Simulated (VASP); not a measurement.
# Ir3O in VASP: notebook

The runs below take Ir3O through single point, with PBE.

Everything below comes from runs of VASP 6.6.1. Logs are shortened: lines on timing, memory, paths and dates and some standing lists are left out, and cuts for length are marked.

## (1) The cell of the first run

The cell holds a slab with vacuum, 4 atoms: a = 2.737 Å, b = 2.737 Å, c = 19.188 Å, α = 90.00°, β = 90.00°, γ = 90.00°.

## (2) Single point, PBE

Input file INCAR:

```
PREC = Accurate ; ENCUT = 520
EDIFF = 1E-6 ; ISMEAR = 0
SIGMA = 0.1 ; LREAL = False
LASPH = True ; NELM = 80
ALGO = Normal ; ISIF = 2
LWAVE = False ; LCHARG = True
LDIPOL = True ; IDIPOL = 3
DIPOL = 0.5 0.5 0.349 ; GGA = PE
LELF = True ; LVHAR = True
LVACPOTAV = True ; NBANDS = 24
```

Input file KPOINTS:

```
regular mesh
0
Gamma
  10 10 1
```

Input file POSCAR:

```
Ir3O
1.0
    2.7367600872      0.0000000000      0.0000000000
    0.0000000000      2.7367600872      0.0000000000
    0.0000000000      0.0000000000     19.1883373425
Ir O
3 1
Direct
    0.5000000000      0.5000000000      0.2084599582
    0.0000000000      0.0000000000      0.3045662601
    0.5000000000      0.5000000000      0.4006776202
    0.5000000000      0.8333333333      0.4808448901
```

Potentials or basis: VASP PAW PBE potentials, release 64 (Ir, O).

Command:

```bash
cat potpaw_PBE.64/Ir/POTCAR potpaw_PBE.64/O/POTCAR > POTCAR
mpirun -np 1 vasp_std > vasp.out
```

OUTCAR:

```text
PREC = Accurate
   ENCUT = 520
   EDIFF = 1E-6
   ISMEAR = 0
   LREAL = False
   LASPH = True
   NELM = 80
   ISIF = 2
   GGA = PE

 ion  position               nearest neighbor table
   1  0.500  0.500  0.208-   2 2.67   2 2.67   2 2.67   2 2.67
   2  0.000  0.000  0.305-   1 2.67   1 2.67   1 2.67   1 2.67   3 2.67   3 2.67   3 2.67   3 2.67

   3  0.500  0.500  0.401-   4 1.79   4 2.39   2 2.67   2 2.67   2 2.67   2 2.67
   4  0.500  0.833  0.481-   3 1.79   3 2.39

  LATTYP: Found a simple tetragonal cell.
 ALAT       =     2.7367600872
 C/A-ratio  =     7.0113333764

  Lattice vectors:

 A1 = (   2.7367600872,   0.0000000000,   0.0000000000)
 A2 = (   0.0000000000,   2.7367600872,   0.0000000000)
 A3 = (   0.0000000000,   0.0000000000,  19.1883373425)

Analysis of symmetry for initial positions (statically):
=====================================================================
 Subroutine PRICEL returns:
 Original cell was already a primitive cell.

 Routine SETGRP: Setting up the symmetry group for a
 simple tetragonal supercell.

 Subroutine GETGRP returns: Found  2 space group operations
 (whereof  2 operations were pure point group operations)
 out of a pool of 16 trial point group operations.

The static configuration has the point symmetry C_1h.

Analysis of symmetry for dynamics (positions and initial velocities):
=====================================================================
 Subroutine PRICEL returns:
 Original cell was already a primitive cell.

 Routine SETGRP: Setting up the symmetry group for a
 simple tetragonal supercell.

 Subroutine GETGRP returns: Found  2 space group operations
 (whereof  2 operations were pure point group operations)
 out of a pool of 16 trial point group operations.

The dynamic configuration has the point symmetry C_1h.

 Subroutine INISYM returns: Found  2 space group operations
 (whereof  2 operations are pure point group operations),
 and found     1 'primitive' translations

----------------------------------------------------------------------------------------

                                     Primitive cell

  volume of cell :     143.7179

  direct lattice vectors                    reciprocal lattice vectors
     2.736760087  0.000000000  0.000000000     0.365395566  0.000000000  0.000000000
     0.000000000  2.736760087  0.000000000     0.000000000  0.365395566  0.000000000
     0.000000000  0.000000000 19.188337342     0.000000000  0.000000000  0.052114990

  length of vectors
     2.736760087  2.736760087 19.188337342     0.365395566  0.365395566  0.052114990
[... 84 lines left out ...]
   NELM   =     80;   NELMIN=  2; NELMDL= -5     # of ELM steps
   EDIFF  = 0.1E-05   stopping-criterion for ELM
   LREAL  =      F    real-space projection
[... 7 lines left out ...]
   TEBEG  =    0.0;   TEEND  =   0.0 temperature during run
   PSTRESS=    0.0 pullay stress
   NELECT =      33.0000    total number of electrons
   NUPDOWN=      -1.0000    fix difference up-down
   EMIN   =  10.00;   EMAX   =-10.00  energy-range for DOS
   EFERMI =   0.00;   METHOD = LEGACY
   ISMEAR =     0;   SIGMA  =   0.10  broadening in eV -4-tet -1-fermi 0-gaus
   EFERMI_NEDOS =   21; number of points for ismear=-14 and -15
   IALGO  =     38    algorithm
   IMIX   =      4    mixing-type and parameters
     AMIX     =   0.40;   BMIX     =  1.00
     AMIX_MAG =   1.60;   BMIX_MAG =  1.00
  volume/ion in A,a.u.               =      35.93       242.46
  Fermi-wavevector in a.u.,A,eV,Ry     =   1.002480  1.894413 13.673405  1.004967
  Thomas-Fermi vector in A             =   2.134970
   LORBIT       =      0    0 simple, 1 ext, 2 COOP (PROOUT), +10 PAW based schemes
   GGA     = PE    functional components
   LHFCALC =     F    Hartree Fock is set to
   AEXX    =    0.0000 exact exchange contribution
   IVDW    =     0    specifies the selected vdW correction
   LEPSILON=     F    determine dielectric tensor
   LRPA    =     F    only Hartree local field effects (RPA)
 non-spin polarized calculation
 Gauss-broadening in eV      SIGMA  =   0.10
  energy-cutoff  :      520.00
  volume of cell :      143.72
 maximum number of plane-waves:      3910
   NGX = 11   NGY = 11   NGZ = 71

 dipolmoment           0.000000      0.000000     -0.054989 electrons x Angstroem

 number of electron      32.9999998 magnetization

 dipolmoment           0.000000      0.000000      0.079173 electrons x Angstroem

 Free energy of the ion-electron system (eV)
  ---------------------------------------------------
  ext. energy  EPLUGINS =         0.00000000
  ---------------------------------------------------
  free energy    TOTEN  =       -29.57108820 eV

  energy without entropy =      -29.55073610  energy(sigma->0) =      -29.56091215

 E-fermi :  -1.0310     XC(G=0):  -5.6629

 val. band max:       -1.0358289734   @ k =   0.4000   0.0000   0.0000
 cond. band min:      -1.0301863185   @ k =   0.4000   0.4000   0.0000
 fundamental gap:      0.0056426549
 Fermi energy:        -1.0309763384

 k-point     1 :       0.0000    0.0000    0.0000
  band No.  band energies     occupation
      1     -19.9901      2.00000
      2     -10.9504      2.00000
      3      -8.8861      2.00000
      4      -8.1304      2.00000
      5      -7.9815      2.00000
      6      -6.7755      2.00000
[... 637 lines left out ...]
     23       5.4854      0.00000
     24       7.6026      0.00000

 [... further k-points ...]

------------------------ aborting loop because EDIFF is reached ----------------------------------------

  FORCE on cell =-STRESS in cart. coord.  units (eV):
  Direction    XX          YY          ZZ          XY          YZ          ZX
  --------------------------------------------------------------------------------------
  -------------------------------------------------------------------------------------
  Total        1.3451646      0.0392225      3.6299460      0.0000000      3.9504279      0.0000000
  in kB       14.9959924      0.4372550     40.4669007      0.0000000     44.0396570      0.0000000
  external PRESSURE =      18.6333827 kB  Pullay stress =       0.0000000 kB

 VOLUME and BASIS-vectors are now :
 -----------------------------------------------------------------------------
  energy-cutoff  :      520.00
  volume of cell :      143.72
      direct lattice vectors                 reciprocal lattice vectors
     2.736760087  0.000000000  0.000000000     0.365395566  0.000000000  0.000000000
     0.000000000  2.736760087  0.000000000     0.000000000  0.365395566  0.000000000
     0.000000000  0.000000000 19.188337342     0.000000000  0.000000000  0.052114990

 POSITION                                       TOTAL-FORCE (eV/Angst)
 -----------------------------------------------------------------------------------
      1.36838      1.36838      4.00000         0.000000     -0.291232     -0.328390
      0.00000      0.00000      5.84412         0.000000      0.007745     -0.913613
      1.36838      1.36838      7.68834         0.000000     -1.595740      0.732516
      1.36838      2.28063      9.22661         0.000000      1.879227      0.509487
 -----------------------------------------------------------------------------------
    total drift:                                0.000000      0.000627      0.000336

  FREE ENERGIE OF THE ION-ELECTRON SYSTEM (eV)
  ---------------------------------------------------
  free  energy   TOTEN  =       -29.5710881983 eV

  energy  without entropy=      -29.5507361046  energy(sigma->0) =      -29.56091215

 vacuum level on the upper side and lower side of the slab         6.415         4.497
```

It took 4.6 min on 1 thread of Intel Xeon 8259CL, shared host; peak memory 0.3 GiB.

Results:

```yaml
Free_energy: -29.5711 eV
Largest_force: 1.947 eV/Å
Band_gap_on_the_k_mesh: zero (an odd number of electrons rules out a gap without spin polarisation)
```

Forces on the atoms (eV/Å):
```
Ir   0.000 -0.291 -0.328
Ir   0.000  0.008 -0.914
Ir   0.000 -1.596  0.733
O    0.000  1.879  0.509
```

Caveat: spin-orbit coupling is left out, which moves the levels of the heavy elements; an odd number of electrons without spin polarisation forces a metal; a magnetic or distorted state may lie lower.

## (3) Single point, PBE

Input file INCAR:

```
SYSTEM = Ir3O
ALGO = Normal
DIPOL = 0.5 0.5 0.351
EDIFF = 1E-6
ENCUT = 520
GGA = PE
IDIPOL = 3
ISIF = 2
ISMEAR = 0
LASPH = .True.
LCHARG = .False.
LDIPOL = .True.
LREAL = .False.
LWAVE = .False.
NBANDS = 24
NELM = 80
PREC = Accurate
SIGMA = 0.1
```

Input file KPOINTS:

```
k-points
0
Gamma
  10 10 1
  0 0 0
```

POSCAR: that of step 2 with these lines changed.

```diff
@@ -11,2 +11,2 @@
     0.5000000000      0.5000000000      0.4006776202
-    0.5000000000      0.8333333333      0.4808448901
+    0.5000000000      0.6666666667      0.4893336994
```

Potentials or basis: VASP PAW PBE potentials, release 64 (Ir, O).

Command:

```bash
cat potpaw_PBE.64/Ir/POTCAR potpaw_PBE.64/O/POTCAR > POTCAR
mpirun -np 1 vasp_std > vasp.out
```

Run time: 5.1 min. Hardware: 1 thread of Intel Xeon 8259CL, shared host; peak memory 0.3 GiB.

It converged, with:

```
Free energy            : -29.4665 eV
Largest force          : 1.137 eV/Å
Band gap on the k mesh : zero (an odd number of electrons rules out a gap without spin polarisation)
```

Forces in eV/Å, atoms in the order of the input:
```
Ir   0.000 -0.280 -0.500
Ir   0.000 -0.061 -0.675
Ir   0.000  1.011  0.521
O    0.000 -0.671  0.654
```

Levels at points of the mesh, in eV from the Fermi level:
```tsv
k point	band 12	band 13	band 14	band 15	band 16	band 17	band 18	band 19	band 20	band 21
(0.00, 0.00, 0.00)	-2.35	-1.49	-1.17	-0.75	-0.27	-0.18	0.10	0.96	1.01	1.39
(0.50, 0.00, 0.00)	-2.80	-1.88	-1.41	-0.75	0.00	0.49	0.88	1.34	1.40	2.71
(0.00, 0.50, 0.00)	-2.46	-2.25	-1.80	-0.57	0.12	0.51	1.01	1.27	1.69	2.53
(0.50, 0.50, 0.00)	-0.08	0.04	0.42	0.59	1.20	1.23	2.18	2.55	4.05	4.58
```

Caveat: spin-orbit coupling is left out, which moves the levels of the heavy elements; an odd number of electrons without spin polarisation forces a metal; a magnetic or distorted state may lie lower.

## (4) Single point, PBE

Input file INCAR:

```
  PREC = Accurate
  ENCUT = 520
  EDIFF = 1E-6
  ISMEAR = 0
  SIGMA = 0.1
  LREAL = F
  LASPH = T
  NELM = 80
  ALGO = Normal
  ISIF = 2
  LWAVE = F
  LCHARG = F
  LDIPOL = T
  IDIPOL = 3
  DIPOL = 0.5 0.5 0.344
  GGA = PE
  NBANDS = 24
```

Input file KPOINTS:

```
regular mesh
0
Gamma
  10 10 1
```

POSCAR: that of step 3 with these lines changed.

```diff
@@ -11,2 +11,2 @@
     0.5000000000      0.5000000000      0.4006776202
-    0.5000000000      0.6666666667      0.4893336994
+    0.8333333333      1.0000000000      0.4633230257
```

Potentials or basis: VASP PAW PBE potentials, release 64 (Ir, O).

Command:

```bash
cat potpaw_PBE.64/Ir/POTCAR potpaw_PBE.64/O/POTCAR > POTCAR
mpirun -np 1 vasp_std > vasp.out
```

OUTCAR:

```text
PREC = Accurate
   ENCUT = 520
   EDIFF = 1E-6
   ISMEAR = 0
   LREAL = F
   LASPH = T
   NELM = 80
   ISIF = 2
   GGA = PE

 ion  position               nearest neighbor table
   1  0.500  0.500  0.208-   2 2.67   2 2.67   2 2.67   2 2.67
   2  0.000  0.000  0.305-   1 2.67   1 2.67   1 2.67   1 2.67   3 2.67   3 2.67   3 2.67   3 2.67

   3  0.500  0.500  0.401-   4 2.04   4 2.04   4 2.58   4 2.58   2 2.67   2 2.67   2 2.67   2 2.67

   4  0.833  0.000  0.463-   3 2.04   3 2.04   3 2.58   3 2.58

  LATTYP: Found a simple tetragonal cell.
 ALAT       =     2.7367600872
 C/A-ratio  =     7.0113333764

  Lattice vectors:

 A1 = (   2.7367600872,   0.0000000000,   0.0000000000)
 A2 = (   0.0000000000,   2.7367600872,   0.0000000000)
 A3 = (   0.0000000000,   0.0000000000,  19.1883373425)

Analysis of symmetry for initial positions (statically):
=====================================================================
 Subroutine PRICEL returns:
 Original cell was already a primitive cell.

 Routine SETGRP: Setting up the symmetry group for a
 simple tetragonal supercell.

 Subroutine GETGRP returns: Found  2 space group operations
 (whereof  2 operations were pure point group operations)
 out of a pool of 16 trial point group operations.

The static configuration has the point symmetry C_1h.

Analysis of symmetry for dynamics (positions and initial velocities):
=====================================================================
 Subroutine PRICEL returns:
 Original cell was already a primitive cell.

 Routine SETGRP: Setting up the symmetry group for a
 simple tetragonal supercell.

 Subroutine GETGRP returns: Found  2 space group operations
 (whereof  2 operations were pure point group operations)
 out of a pool of 16 trial point group operations.

The dynamic configuration has the point symmetry C_1h.

 Subroutine INISYM returns: Found  2 space group operations
 (whereof  2 operations are pure point group operations),
 and found     1 'primitive' translations

[... 123 lines left out ...]
   GGA     = PE    functional components
   LHFCALC =     F    Hartree Fock is set to
   AEXX    =    0.0000 exact exchange contribution
   IVDW    =     0    specifies the selected vdW correction
   LEPSILON=     F    determine dielectric tensor
   LRPA    =     F    only Hartree local field effects (RPA)
 non-spin polarized calculation
 Gauss-broadening in eV      SIGMA  =   0.10
  energy-cutoff  :      520.00
  volume of cell :      143.72
 maximum number of plane-waves:      3910
   NGX = 11   NGY = 11   NGZ = 71

 dipolmoment           0.000000      0.000000     -0.085814 electrons x Angstroem

 number of electron      32.9999998 magnetization

 dipolmoment           0.000000      0.000000      0.063150 electrons x Angstroem

 Free energy of the ion-electron system (eV)
  ---------------------------------------------------
  ext. energy  EPLUGINS =         0.00000000
  ---------------------------------------------------
  free energy    TOTEN  =       -29.70137886 eV

  energy without entropy =      -29.68349765  energy(sigma->0) =      -29.69243825

 E-fermi :  -0.8670     XC(G=0):  -5.5978

 val. band max:       -0.9214142698   @ k =   0.4000   0.0000   0.0000
 cond. band min:      -0.8525542187   @ k =   0.3000   0.2000   0.0000
 fundamental gap:      0.0688600511
 Fermi energy:        -0.8669507736

 k-point     1 :       0.0000    0.0000    0.0000
  band No.  band energies     occupation
      1     -20.0227      2.00000
      2     -10.7069      2.00000
      3      -8.6288      2.00000
      4      -8.1472      2.00000
      5      -7.8543      2.00000
      6      -6.7068      2.00000
[... 637 lines left out ...]
     23       5.7381      0.00000
     24       7.6735      0.00000

 [... further k-points ...]

------------------------ aborting loop because EDIFF is reached ----------------------------------------

 vacuum level on the upper side and lower side of the slab       (xc-potential included)         0.731        -0.754

  FORCE on cell =-STRESS in cart. coord.  units (eV):
  Direction    XX          YY          ZZ          XY          YZ          ZX
  --------------------------------------------------------------------------------------
  -------------------------------------------------------------------------------------
  Total        0.1015429     -1.1284602      3.0306075      0.0000000      0.0000000      0.0766613
  in kB        1.1320074    -12.5801564     33.7854324      0.0000000      0.0000000      0.8546258
  external PRESSURE =       7.4457611 kB  Pullay stress =       0.0000000 kB

 VOLUME and BASIS-vectors are now :
 -----------------------------------------------------------------------------
  energy-cutoff  :      520.00
  volume of cell :      143.72
      direct lattice vectors                 reciprocal lattice vectors
     2.736760087  0.000000000  0.000000000     0.365395566  0.000000000  0.000000000
     0.000000000  2.736760087  0.000000000     0.000000000  0.365395566  0.000000000
     0.000000000  0.000000000 19.188337342     0.000000000  0.000000000  0.052114990

 POSITION                                       TOTAL-FORCE (eV/Angst)
 -----------------------------------------------------------------------------------
      1.36838      1.36838      4.00000        -0.295784      0.000000     -0.264910
      0.00000      0.00000      5.84412        -0.027958      0.000000     -1.052543
      1.36838      1.36838      7.68834         1.210906      0.000000      1.184144
      2.28063      0.00000      8.89040        -0.887163      0.000000      0.133310
 -----------------------------------------------------------------------------------
    total drift:                                0.000712      0.000000      0.000269

  FREE ENERGIE OF THE ION-ELECTRON SYSTEM (eV)
  ---------------------------------------------------
  free  energy   TOTEN  =       -29.7013788577 eV

  energy  without entropy=      -29.6834976515  energy(sigma->0) =      -29.69243825

 vacuum level on the upper side and lower side of the slab         6.153         4.623
```

OSZICAR:

```text
N       E                     dE             d eps       ncg     rms          rms(c)
DAV:   1     0.328744261191E+03    0.32874E+03   -0.13368E+04  1728   0.116E+03
DAV:   2     0.357753042405E+01   -0.32517E+03   -0.28904E+03  1776   0.349E+02
DAV:   3    -0.326488760458E+02   -0.36226E+02   -0.33462E+02  2640   0.110E+02
[... 17 lines left out ...]
DAV:  21    -0.297013510140E+02   -0.23613E-04   -0.89566E-06  2336   0.245E-02    0.136E-02
DAV:  22    -0.297013704335E+02   -0.19419E-04   -0.71832E-06  2128   0.157E-02    0.105E-02
DAV:  23    -0.297013762942E+02   -0.58608E-05   -0.24262E-06  1744   0.987E-03    0.259E-03
DAV:  24    -0.297013782954E+02   -0.20011E-05   -0.45258E-07  1496   0.509E-03    0.304E-03
DAV:  25    -0.297013788577E+02   -0.56233E-06   -0.12252E-07  1560   0.318E-03
   1 F= -.29701379E+02 E0= -.29692438E+02  d E =-.178812E-01
```

It took 4.7 min on 1 thread of Intel Xeon 8259CL, shared host; peak memory 0.3 GiB.

Results:

| Quantity | Value |
| --- | --- |
| Free energy | -29.7014 eV |
| Largest force | 1.694 eV/Å |
| Band gap on the k mesh | zero (an odd number of electrons rules out a gap without spin polarisation) |

Forces in eV/Å, atoms in the order of the input:
```
Ir  -0.296  0.000 -0.265
Ir  -0.028  0.000 -1.053
Ir   1.211  0.000  1.184
O   -0.887  0.000  0.133
```

Levels at points of the mesh, in eV from the Fermi level:
| k point | band 13 | band 14 | band 15 | band 16 | band 17 | band 18 | band 19 | band 20 |
| --- | --- | --- | --- | --- | --- | --- | --- | --- |
| (0.00, 0.00, 0.00) | -1.68 | -1.31 | -0.77 | -0.54 | -0.48 | 0.14 | 0.67 | 0.86 |
| (0.50, 0.00, 0.00) | -2.37 | -1.61 | -0.93 | -0.10 | 0.49 | 0.54 | 1.66 | 1.91 |
| (0.00, 0.50, 0.00) | -2.16 | -1.49 | -0.92 | -0.43 | 0.23 | 0.49 | 0.75 | 2.09 |
| (0.50, 0.50, 0.00) | 0.17 | 0.55 | 0.71 | 0.97 | 1.04 | 1.17 | 2.08 | 4.47 |

Caveat: spin-orbit coupling is left out, which moves the levels of the heavy elements; an odd number of electrons without spin polarisation forces a metal; a magnetic or distorted state may lie lower.

(Part 1 of 2 ends here.)
